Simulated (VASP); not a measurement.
Input of a VASP 6.6.1 run:

The input INCAR:

```
ALGO     = Normal         # electronic algorithm
EDIFF    = 1E-7           # SCF threshold, eV
EDIFFG   = -0.04          # ionic threshold
ENCUT    = 600            # plane-wave cutoff, eV
GGA      = PE             # functional
IBRION   = 2              # ionic algorithm
ISIF     = 3              # what is computed and relaxed
ISMEAR   = 0              # smearing method
LASPH    = True           # aspherical terms in the spheres
LCHARG   = False          # write CHGCAR
LREAL    = False          # projectors in reciprocal space
LWAVE    = False          # write WAVECAR
NELM     = 80             # most SCF steps
NSW      = 90             # ionic steps
PREC     = Accurate       # precision mode
SIGMA    = 0.1            # smearing width, eV
```

The input KPOINTS:

```
k-points
0
Gamma
  6 6 4
```

POSCAR

```
Mg3ZrN
1.0
    4.0869931900      0.0000000000      0.0000000000
   -2.0434966000      3.5394399300      0.0000000000
    0.0000000000      0.0000000000      4.9052149000
Mg Zr N
3 1 1
Direct
    0.6666666700      0.3333333300      0.2489190000
    0.6666666700      0.3333333300      0.7510810000
    0.0000000000      0.0000000000      0.0000000000
    0.0000000000      0.0000000000      0.5000000000
    0.3333333300      0.6666666700      0.0000000000
```

Potentials or basis: VASP PAW PBE potentials, release 64 (Mg, Zr_sv, N).

The run is started by

```console
$ cat potpaw_PBE.64/Mg/POTCAR potpaw_PBE.64/Zr_sv/POTCAR potpaw_PBE.64/N/POTCAR > POTCAR
$ mpirun -np 1 vasp_std > vasp.out
```

Task: Estimate the relaxed cell.

Result: a = 3.417 Å, b = 3.417 Å, c = 8.637 Å, α = 90.00°, β = 90.00°, γ = 120.00°.

Task: Predict the band gap on the k mesh.

Result: Zero (an odd number of electrons rules out a gap without spin polarisation).

Task: What does it give for the relaxed volume?

Result: 17.47 Å³/atom.

Stress tensor (GPa, compression positive):
```
-0.07  0.00  0.00
 0.00 -0.07  0.00
 0.00  0.00 -0.18
```

Caveat: the volume moved by over 15 % at a fixed basis, so the end points are rough.
